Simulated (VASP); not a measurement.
# MgZn4O in VASP: notebook

The runs below take MgZn4O through single point, with PBE.

Program: VASP 6.6.1. These are calculated values, not measurements. Logs are shortened: lines on timing, memory, paths and dates and some standing lists are left out, and cuts for length are marked.

### Step 1. The cell of the first run

Symmetry: P3m1, No. 156, trigonal system. Conventional cell: a = 4.857 Å, b = 4.857 Å, c = 5.177 Å, α = 90.00°, β = 90.00°, γ = 120.00°. Mg (site symmetry 3m) has 9 Zn at 2.80 to 2.95 Å within 3.7 Å. Zn (site symmetry m) has 6 Zn at 2.42 to 2.95 Å and 2 O at 2.43 Å and 2 Mg at 2.95 Å within 3.2 Å. Within 3.7 Å of Zn (site symmetry 3m) lie 3 Mg at 2.80 Å and 6 Zn at 2.94 to 2.95 Å. O (site symmetry 3m) has 6 Zn at 2.43 Å within 3.2 Å.

### Step 2. Single point, PBE

File INCAR:

```
  PREC = Accurate
  ENCUT = 520
  EDIFF = 1E-7
  ISMEAR = 0
  SIGMA = 0.2
  LREAL = False
  LASPH = True
  NELM = 60
  ALGO = Normal
  ISIF = 2
  LWAVE = False
  LCHARG = False
  GGA = PE
  NBANDS = 37
```

File KPOINTS:

```
regular mesh
0
Gamma
  4 4 3
```

File POSCAR:

```
MgZn4O
1.0
    4.8565453831      0.0000000031      0.0000000000
   -2.4282726942      4.2058916749      0.0000000000
    0.0000000000      0.0000000000      5.1773172743
Mg Zn O
1 4 1
Direct
    0.0000000000      0.0000000000     -0.1262583676
    0.8327419382      0.1672580618      0.3736748081
    0.8327419382      0.6654838764      0.3736748081
    0.3345161236      0.1672580618      0.3736748081
    0.6666666667      0.3333333333      0.8725485848
    0.3333333333      0.6666666667      0.3729244485
```

Potentials or basis: VASP PAW PBE potentials, release 64 (Mg, Zn, O).

On the command line:

```sh
> cat potpaw_PBE.64/Mg/POTCAR potpaw_PBE.64/Zn/POTCAR potpaw_PBE.64/O/POTCAR > POTCAR
> mpirun -np 1 vasp_std > vasp.out
```

OUTCAR:

```text
PREC = Accurate
   ENCUT = 520
   EDIFF = 1E-7
   ISMEAR = 0
   LREAL = False
   LASPH = True
   NELM = 60
   ISIF = 2
   GGA = PE

 ion  position               nearest neighbor table
   1  0.000  0.000  0.874-   5 2.80   5 2.80   5 2.80   2 2.95   4 2.95   3 2.95   2 2.95   4 2.95
                             3 2.95
   2  0.833  0.167  0.374-   4 2.42   3 2.42   6 2.43   6 2.43   4 2.44   3 2.44   5 2.94   1 2.95
                             1 2.95   5 2.95
   3  0.833  0.665  0.374-   2 2.42   4 2.42   6 2.43   6 2.43   2 2.44   4 2.44   5 2.94   1 2.95
                             1 2.95   5 2.95
   4  0.335  0.167  0.374-   2 2.42   3 2.42   6 2.43   6 2.43   2 2.44   3 2.44   5 2.94   1 2.95
                             1 2.95   5 2.95
   5  0.667  0.333  0.873-   1 2.80   1 2.80   1 2.80   2 2.94   4 2.94   3 2.94   2 2.95   4 2.95
                             3 2.95
   6  0.333  0.667  0.373-   3 2.43   4 2.43   2 2.43   2 2.43   3 2.43   4 2.43

  LATTYP: Found a hexagonal cell.
 ALAT       =     4.8565453831
 C/A-ratio  =     1.0660493964

  Lattice vectors:

 A1 = (   4.8565453831,   0.0000000031,   0.0000000000)
 A2 = (  -2.4282726942,   4.2058916749,   0.0000000000)
 A3 = (   0.0000000000,   0.0000000000,   5.1773172743)

Analysis of symmetry for initial positions (statically):
=====================================================================
 Subroutine PRICEL returns:
 Original cell was already a primitive cell.

 Routine SETGRP: Setting up the symmetry group for a
 hexagonal supercell.

 Subroutine GETGRP returns: Found  6 space group operations
 (whereof  6 operations were pure point group operations)
 out of a pool of 24 trial point group operations.

The static configuration has the point symmetry C_3v.

Analysis of symmetry for dynamics (positions and initial velocities):
=====================================================================
 Subroutine PRICEL returns:
 Original cell was already a primitive cell.

 Routine SETGRP: Setting up the symmetry group for a
 hexagonal supercell.

 Subroutine GETGRP returns: Found  6 space group operations
 (whereof  6 operations were pure point group operations)
 out of a pool of 24 trial point group operations.

The dynamic configuration has the point symmetry C_3v.

 Subroutine INISYM returns: Found  6 space group operations
 (whereof  6 operations are pure point group operations),
 and found     1 'primitive' translations

----------------------------------------------------------------------------------------

                                     Primitive cell

  volume of cell :     105.7524

  direct lattice vectors                    reciprocal lattice vectors
     4.856545383  0.000000003  0.000000000     0.205907681  0.118880855  0.000000000
    -2.428272694  4.205891675  0.000000000    -0.000000000  0.237761711  0.000000000
     0.000000000  0.000000000  5.177317274     0.000000000  0.000000000  0.193150226

  length of vectors
     4.856545383  4.856545383  5.177317274     0.237761711  0.237761711  0.193150226

  position of ions in fractional coordinates (direct lattice)
     0.000000000  0.000000000  0.873741632
     0.832741938  0.167258062  0.373674808
     0.832741938  0.665483876  0.373674808
     0.334516124  0.167258062  0.373674808
     0.666666667  0.333333333  0.872548585
     0.333333333  0.666666667  0.372924449

  ion indices of the primitive-cell ions
   primitive index   ion index
                 1           1
                 2           2
                 3           3
                 4           4
                 5           5
                 6           6

----------------------------------------------------------------------------------------

 KPOINTS: regular mesh

Automatic generation of k-mesh.
 Grid dimensions read from file:
 generate k-points for:    4    4    3

 Generating k-lattice:

  Cartesian coordinates                     Fractional coordinates (reciprocal lattice)
     0.051476920  0.029720214  0.000000000     0.250000000  0.000000000  0.000000000
    -0.000000000  0.059440428  0.000000000     0.000000000  0.250000000  0.000000000
     0.000000000  0.000000000  0.064383409     0.000000000  0.000000000  0.333333333

  Length of vectors
     0.059440428  0.059440428  0.064383409

  Shift w.r.t. Gamma in fractional coordinates (k-lattice)
     0.000000000  0.000000000  0.000000000

 Subroutine IBZKPT returns following result:
 ===========================================

 Found      9 irreducible k-points:

 Following reciprocal coordinates:
            Coordinates               Weight
  0.000000  0.000000  0.000000      1.000000
  0.250000  0.000000  0.000000      6.000000
  0.500000  0.000000  0.000000      3.000000
  0.250000  0.250000  0.000000      6.000000
  0.000000  0.000000  0.333333      2.000000
  0.250000  0.000000  0.333333      6.000000
 -0.000000  0.250000  0.333333      6.000000
  0.500000  0.000000  0.333333      6.000000
  0.250000  0.250000  0.333333     12.000000
   k-points           NKPTS =      9   k-points in BZ     NKDIM =      9   number of bands    NBANDS=     37
   number of dos      NEDOS =    301   number of ions     NIONS =      6
   total plane-waves  NPLWV =  51840
   dimension x,y,z NGX =    36 NGY =   36 NGZ =   40
   dimension x,y,z NGXF=    72 NGYF=   72 NGZF=   80
   ions per type =               1   4   1
   NGX,Y,Z   is equivalent  to a cutoff of  12.32, 12.32, 12.84 a.u.
   NGXF,Y,Z  is equivalent  to a cutoff of  24.65, 24.65, 25.69 a.u.
 SYSTEM =  unknown system
   PREC   = accura    normal or accurate (medium, high low for compatibility)
   ISTART =      0    job   : 0-new  1-cont  2-samecut
   ICHARG =      2    charge: 1-file 2-atom 10-const
   ISPIN  =      1    spin polarized calculation?
   LNONCOLLINEAR =      F non collinear calculations
   LSORBIT =      F    spin-orbit coupling
   LASPH  =      T    aspherical Exc in radial PAW
   ENCUT  =  520.0 eV  38.22 Ry    6.18 a.u.   9.03  9.03  9.63*2*pi/ulx,y,z
   NELM   =     60;   NELMIN=  2; NELMDL= -5     # of ELM steps
   EDIFF  = 0.1E-06   stopping-criterion for ELM
   LREAL  =      F    real-space projection
   EDIFFG = 0.1E-05   stopping-criterion for IOM
   NSW    =      0    number of steps for IOM
   IBRION =     -1    ionic relax: 0-MD 1-quasi-New 2-CG
   NFREE  =      0    steps in history (QN), initial steepest desc. (CG)
   ISIF   =      2    stress and relaxation
   ISYM   =      2    0-nonsym 1-usesym 2-fastsym
   POTIM  = 0.5000    time-step for ionic-motion
   TEBEG  =    0.0;   TEEND  =   0.0 temperature during run
   PSTRESS=    0.0 pullay stress
   NELECT =      56.0000    total number of electrons
   NUPDOWN=      -1.0000    fix difference up-down
   EMIN   =  10.00;   EMAX   =-10.00  energy-range for DOS
   EFERMI =   0.00;   METHOD = LEGACY
   ISMEAR =     0;   SIGMA  =   0.20  broadening in eV -4-tet -1-fermi 0-gaus
   EFERMI_NEDOS =   21; number of points for ismear=-14 and -15
   IALGO  =     38    algorithm
   IMIX   =      4    mixing-type and parameters
     AMIX     =   0.40;   BMIX     =  1.00
     AMIX_MAG =   1.60;   BMIX_MAG =  1.00
  volume/ion in A,a.u.               =      17.63       118.94
  Fermi-wavevector in a.u.,A,eV,Ry     =   1.324466  2.502877 23.867470  1.754210
  Thomas-Fermi vector in A             =   2.453998
   LORBIT       =      0    0 simple, 1 ext, 2 COOP (PROOUT), +10 PAW based schemes
   GGA     = PE    functional components
   LHFCALC =     F    Hartree Fock is set to
   AEXX    =    0.0000 exact exchange contribution
   IVDW    =     0    specifies the selected vdW correction
   LEPSILON=     F    determine dielectric tensor
   LRPA    =     F    only Hartree local field effects (RPA)
 non-spin polarized calculation
 Gauss-broadening in eV      SIGMA  =   0.20
  energy-cutoff  :      520.00
  volume of cell :      105.75
 maximum number of plane-waves:      2858
   NGX = 19   NGY = 19   NGZ = 19

 number of electron      56.0000035 magnetization

 Free energy of the ion-electron system (eV)
  ---------------------------------------------------
  ext. energy  EPLUGINS =         0.00000000
  ---------------------------------------------------
  free energy    TOTEN  =       -10.67283434 eV

  energy without entropy =      -10.63326883  energy(sigma->0) =      -10.65305158

 E-fermi :   1.7379     XC(G=0):  -9.8760

 val. band max:        1.4505810889   @ k =   0.2500   0.0000   0.3333
 cond. band min:       1.7921782621   @ k =   0.5000   0.0000   0.0000
 fundamental gap:      0.3415971732
 Fermi energy:         1.7378881327

 k-point     1 :       0.0000    0.0000    0.0000
  band No.  band energies     occupation
      1     -15.3021      2.00000
      2      -7.5198      2.00000
      3      -6.4262      2.00000
      4      -6.4262      2.00000
      5      -6.3719      2.00000
      6      -6.0844      2.00000
[... 29 lines left out ...]
     36       7.5687      0.00000
     37       7.5687      0.00000

 k-point     2 :       0.2500    0.0000    0.0000
  band No.  band energies     occupation
      1     -15.2547      2.00000
      2      -7.2480      2.00000
      3      -6.4002      2.00000
      4      -6.2691      2.00000
      5      -6.2349      2.00000
      6      -5.9856      2.00000
[... 29 lines left out ...]
     36       7.5414      0.00000
     37       8.4298      0.00000

 k-point     3 :       0.5000    0.0000    0.0000
  band No.  band energies     occupation
      1     -15.2064      2.00000
      2      -6.9028      2.00000
      3      -6.2525      2.00000
      4      -6.1203      2.00000
      5      -5.9150      2.00000
      6      -5.8399      2.00000
[... 29 lines left out ...]
     36       8.5362      0.00000
     37      10.1156      0.00000
[... 161 lines left out ...]
 k-point     8 :       0.5000    0.0000    0.3333
  band No.  band energies     occupation
      1     -15.2042      2.00000
      2      -6.8473      2.00000
      3      -6.2487      2.00000
      4      -6.1997      2.00000
      5      -5.9037      2.00000
      6      -5.8568      2.00000
[... 29 lines left out ...]
     36      10.4636      0.00000
     37      10.5153      0.00000

 k-point     9 :       0.2500    0.2500    0.3333
  band No.  band energies     occupation
      1     -15.2044      2.00000
      2      -6.7304      2.00000
      3      -6.3214      2.00000
      4      -6.1901      2.00000
      5      -6.0714      2.00000
      6      -5.9113      2.00000
[... 29 lines left out ...]
     36       8.2739      0.00000
     37      10.1612      0.00000

------------------------ aborting loop because EDIFF is reached ----------------------------------------

  FORCE on cell =-STRESS in cart. coord.  units (eV):
  Direction    XX          YY          ZZ          XY          YZ          ZX
  --------------------------------------------------------------------------------------
  -------------------------------------------------------------------------------------
  Total        0.2572095      0.2572095     -0.1505772      0.0000000     -0.0000000     -0.0000000
  in kB        3.8967924      3.8967924     -2.2812846      0.0000000     -0.0000000     -0.0000000
  external PRESSURE =       1.8374334 kB  Pullay stress =       0.0000000 kB

 VOLUME and BASIS-vectors are now :
 -----------------------------------------------------------------------------
  energy-cutoff  :      520.00
  volume of cell :      105.75
      direct lattice vectors                 reciprocal lattice vectors
     4.856545383  0.000000003  0.000000000     0.205907681  0.118880855  0.000000000
    -2.428272694  4.205891675  0.000000000    -0.000000000  0.237761711  0.000000000
     0.000000000  0.000000000  5.177317274     0.000000000  0.000000000  0.193150226

 POSITION                                       TOTAL-FORCE (eV/Angst)
 -----------------------------------------------------------------------------------
      0.00000      0.00000      4.52364         0.000000     -0.000000      0.005193
      3.63810      0.70347      1.93463        -0.003198      0.001846     -0.006772
      2.42827      2.79895      1.93463         0.000000     -0.003692     -0.006772
      1.21844      0.70347      1.93463         0.003198      0.001846     -0.006772
      2.42827      1.40196      4.51746         0.000000     -0.000000      0.010282
     -0.00000      2.80393      1.93075        -0.000000      0.000000      0.004842
 -----------------------------------------------------------------------------------
    total drift:                               -0.000002      0.000002     -0.005638

  FREE ENERGIE OF THE ION-ELECTRON SYSTEM (eV)
  ---------------------------------------------------
  free  energy   TOTEN  =       -10.6728343360 eV

  energy  without entropy=      -10.6332688302  energy(sigma->0) =      -10.65305158
```

Run time: 31 s. Hardware: 1 thread of AMD EPYC 9R45 (Zen 5), shared host; peak memory 0.19 GiB.

Results:

```yaml
Free_energy: -10.6728 eV
Pressure: 0.2 GPa
Largest_force: 0.010 eV/Å
Band_gap_on_the_k_mesh: zero (band 28 reaches 2.66 eV, above the bottom of band 29 at 1.80 eV)
```

Forces on the atoms (eV/Å):
```
Mg   0.000  0.000  0.005
Zn  -0.003  0.002 -0.007
Zn   0.000 -0.004 -0.007
Zn   0.003  0.002 -0.007
Zn   0.000  0.000  0.010
O    0.000  0.000  0.005
```

Levels at points of the mesh, in eV from the Fermi level:
```tsv
k point	band 26	band 27	band 28	band 29	band 30	band 31
(0.00, 0.00, 0.00)	-2.29	-1.12	-0.35	0.42	0.42	4.12
(0.50, 0.00, 0.00)	-1.91	-0.62	0.05	0.54	0.60	1.55
```

Caveat: the k points lie up to 0.40 Å⁻¹ apart.

(Part 1 of 2 ends here.)
